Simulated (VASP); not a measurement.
Wanted: the native input for a VASP 6.6.1 run.

```
Task                   : relaxation of cell and atoms
Functional             : PBE
Potentials or basis    : VASP PAW PBE potentials, release 64 (Mg)
Cutoff                 : 600 eV
k mesh                 : 6 × 6 × 6
Occupations            : gaussian, width 0.1 eV
Spin                   : no spin polarisation
Target pressure        : 10 GPa
Dipole correction      : no
Further INCAR settings : ALGO = Normal; EDIFF = 1e-07; IBRION = 2; EDIFFG = -0.03; NSW = 80; ISIF = 3
```

The structure of Mg lies in POSCAR:

```
Mg
1.0
    0.0000000000      3.1150000000      3.1150000000
    3.1150000000      0.0000000000      3.1150000000
    3.1150000000      3.1150000000      0.0000000000
Mg
2
Direct
    0.0000000000      0.0000000000      0.0000000000
    0.2500000000      0.2500000000      0.2500000000
```

These files were run (other wordings do the same):

INCAR

```
SYSTEM = Mg
PREC = Accurate
ENCUT = 600
EDIFF = 1E-7
ISMEAR = 0
SIGMA = 0.1
LREAL = .FALSE.
LASPH = .TRUE.
NELM = 80
ALGO = Normal
ISIF = 3
LWAVE = .FALSE.
LCHARG = .FALSE.
GGA = PE
IBRION = 2
NSW = 80
EDIFFG = -0.03
PSTRESS = 100.0
```

KPOINTS

```
regular mesh
0
G
  6 6 6
  0 0 0
```

Potentials or basis: VASP PAW PBE potentials, release 64 (Mg).

Run with:

```sh
$ cat potpaw_PBE.64/Mg/POTCAR > POTCAR
$ mpirun -np 1 vasp_std > vasp.out
```

Results of the run:

The relaxed volume is 26.90 Å³/atom and the relaxed cell is a = 4.237 Å, b = 4.237 Å, c = 4.237 Å, α = 60.00°, β = 60.00°, γ = 60.00°. The space group after relaxing (to 0.05 Å) is Fd-3m (No. 227). The energy change on relaxing (the enthalpy is what falls) is +160.2 meV/atom, the ionic steps are 2 and the pressure after relaxing is 9.9 GPa. The band gap on the k mesh is zero (band 2 reaches 5.97 eV, above the bottom of band 3 at 0.69 eV).

Caveat: the cell is relaxed towards a set pressure, so the enthalpy falls and the energy may rise.

Wall time 8.2 s on 1 thread of AMD EPYC 9R45 (Zen 5) (shared host), peak memory 0.17 GiB.
